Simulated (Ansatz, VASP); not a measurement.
## SiW: VASP beside Ansatz

```
W Si
1.0
     0.00000    2.21611    2.21611
     2.21611    0.00000    2.21611
     2.21611    2.21611    0.00000
W Si
1 1
Direct
  0.00000 0.00000 0.00000
  0.25000 0.25000 0.25000
```

Change from the starting cell: volume scaled by 0.5, LAPW.

Alike in both runs: task single point; functional PBE; k mesh 11 × 11 × 11; occupations fermi-dirac, width 0.08 eV; no spin polarisation.

|  | VASP | Ansatz |
| --- | --- | --- |
| version | VASP 6.6.1 | Ansatz 0.2.0 |
| potentials or method | VASP PAW PBE potentials, release 64 (W_sv, Si), cutoff 520 eV | all-electron LAPW, scalar-relativistic |

Ansatz gave:

| Quantity | Value |
| --- | --- |
| pressure (GPa) | 271.6 |

**Question.** Estimate VASP's values.

**Answer.** Pressure (GPa): 276.3.

Both programs put the cell under a high pressure, so it lies far from rest at this level. Ansatz ran all-electron here, and VASP with PAW potentials.

Neither program's run includes spin-orbit coupling. Noted on VASP's run: the cell as given lies far from equilibrium.
